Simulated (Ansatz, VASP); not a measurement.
## MoS2: VASP beside Ansatz

```
Mo S
1.0
     1.53990    0.92018    5.79705
    -1.53990    0.92018    5.79705
     0.00000   -1.84036    5.79705
Mo S
1 2
Direct
  0.00000 0.00000 0.00000
  0.74695 0.74695 0.78379
  0.25305 0.25305 0.21621
```

Change from the starting cell: mode 7 frozen in at -0.066 Å, normal strain along y +0.0350.

Alike in both runs: task single point; functional PBEsol; dispersion D3(BJ); k mesh 15 × 15 × 15; occupations gaussian, width 0.15 eV; no spin polarisation.

```csv
,VASP,Ansatz
version,VASP 6.6.1,Ansatz 0.2.0
potentials or method,"VASP PAW PBE potentials, release 64 (Mo_sv, S), cutoff 520 eV","scalar-relativistic, plane waves, PAW"
valence electrons in the cell,26,26
```

Ansatz gave:

| Item | Value |
| --- | --- |
| gap on the k mesh at the Fermi level (eV) | none |
| pressure (GPa) | -4.4 |
| traceless stress, the component that is largest in VASP (GPa) | -6.44 |
| rms of the force components (eV/Å) | 0.335 |

Task: Which values does VASP return?

Result: gap on the k mesh at the Fermi level (eV): none; pressure (GPa): -4.4; traceless stress, the component that is largest in VASP (GPa): -6.46; rms of the force components (eV/Å): 0.337.

VASP's potentials were made for PBE, not for PBEsol, and Ansatz warns of the same on its side. Atom by atom the forces differ by 0.002 eV/Å (rms over components). A gap of «none» marks a metal or a gap that the smearing closes.
